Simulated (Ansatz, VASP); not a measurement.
**Two plane-wave programs on YPdC6N6**

The input INCAR:

```
SYSTEM = YPdC6N6
  PREC = Accurate
  ENCUT = 520
  EDIFF = 1E-6
  ISMEAR = 0
  SIGMA = 0.1
  LREAL = .FALSE.
  LASPH = .TRUE.
  NELM = 150
  ALGO = Normal
  ISIF = 2
  LWAVE = .FALSE.
  LCHARG = .FALSE.
  ISPIN = 2
  MAGMOM = 0 1 0 0 0 0 0 0 0 0 0 0 0 0
  LORBIT = 11
  LMAXMIX = 4
  GGA = PE
  NBANDS = 54
```

The input KPOINTS:

```
Automatic mesh
0
G
  4 4 4
  0 0 0
```

POSCAR

```
YPdC6N6
1.0
    0.0000000000      5.3180000000      5.3180000000
    5.3180000000      0.0000000000      5.3180000000
    5.3180000000      5.3180000000      0.0000000000
Y Pd C N
1 1 6 6
Direct
    0.5000000000      0.5000000000      0.5000000000
    0.0000000000      0.0000000000      0.0000000000
    0.8177886400      0.1822113600      0.1822113600
    0.1822113600      0.8177886400      0.1822113600
    0.1822113600      0.1822113600      0.8177886400
    0.1822113600      0.8177886400      0.8177886400
    0.8177886400      0.1822113600      0.8177886400
    0.8177886400      0.8177886400      0.1822113600
    0.7077848800      0.2922151200      0.2922151200
    0.2922151200      0.7077848800      0.2922151200
    0.2922151200      0.2922151200      0.7077848800
    0.2922151200      0.7077848800      0.7077848800
    0.7077848800      0.2922151200      0.7077848800
    0.7077848800      0.7077848800      0.2922151200
```

Input for Ansatz:

```yaml
crystal:
  lattice:
    - [0.0, 5.318, 5.318]
    - [5.318, 0.0, 5.318]
    - [5.318, 5.318, 0.0]
  atoms:
    - { symbol: "Y", position: [0.5, 0.5, 0.5] }
    - { symbol: Pd, position: [0.0, 0.0, 0.0], spin: 1.0 }
    - { symbol: C, position: [0.81778864, 0.18221136, 0.18221136] }
    - { symbol: C, position: [0.18221136, 0.81778864, 0.18221136] }
    - { symbol: C, position: [0.18221136, 0.18221136, 0.81778864] }
    - { symbol: C, position: [0.18221136, 0.81778864, 0.81778864] }
    - { symbol: C, position: [0.81778864, 0.18221136, 0.81778864] }
    - { symbol: C, position: [0.81778864, 0.81778864, 0.18221136] }
    - { symbol: "N", position: [0.70778488, 0.29221512, 0.29221512] }
    - { symbol: "N", position: [0.29221512, 0.70778488, 0.29221512] }
    - { symbol: "N", position: [0.29221512, 0.29221512, 0.70778488] }
    - { symbol: "N", position: [0.29221512, 0.70778488, 0.70778488] }
    - { symbol: "N", position: [0.70778488, 0.29221512, 0.70778488] }
    - { symbol: "N", position: [0.70778488, 0.70778488, 0.29221512] }
basis:
  ecutwfc: 420
kpoints:
  mp_grid: { grid: [4, 4, 4] }
hamiltonian:
  xc: pbe
scf:
  occupations: { method: gaussian, width: 0.1 }
  lower_state_search: "off"
output:
  forces: true
  stress: true
  eigenvalues: true
  populations: true
magnetization:
  spin_polarized: true
```

Alike in both runs: task single point; functional PBE; k mesh 4 × 4 × 4; occupations gaussian, width 0.1 eV; collinear spin.

```csv
,VASP,Ansatz
version,VASP 6.6.1,Ansatz 0.2.0
potentials or method,"VASP PAW PBE potentials, release 64 (Y_sv, Pd, C, N), cutoff 520 eV","scalar-relativistic, plane waves, PAW"
valence electrons in the cell,75,83
```

VASP gave:

- gap on the k mesh at the Fermi level (eV): none
- pressure (GPa): 9.8
- rms of the force components (eV/Å): 0.996
- net moment per atom (μB): 0.00
- size of the moment on the site where the two differ most (μB): 0.00

Problem. Estimate Ansatz's values.

Solution. gap on the k mesh at the Fermi level (eV): none; pressure (GPa): 9.8; rms of the force components (eV/Å): 1.263; net moment per atom (μB): 0.07; size of the moment on the site where the two differ most (μB): 0.28.

Site moments also hang on the region over which each program counts them. Atom by atom the forces differ by 0.268 eV/Å (rms over components). A gap of «none» marks a metal or a gap that the smearing closes. With one functional, cell and mesh, what is left measures potentials, basis and numerics. VASP's potentials hold 75 valence electrons a cell and Ansatz's 83, so a difference there can come from the potentials and not from the codes.

Noted on VASP's run: the standard files for N, O and F lose accuracy on very short bonds.
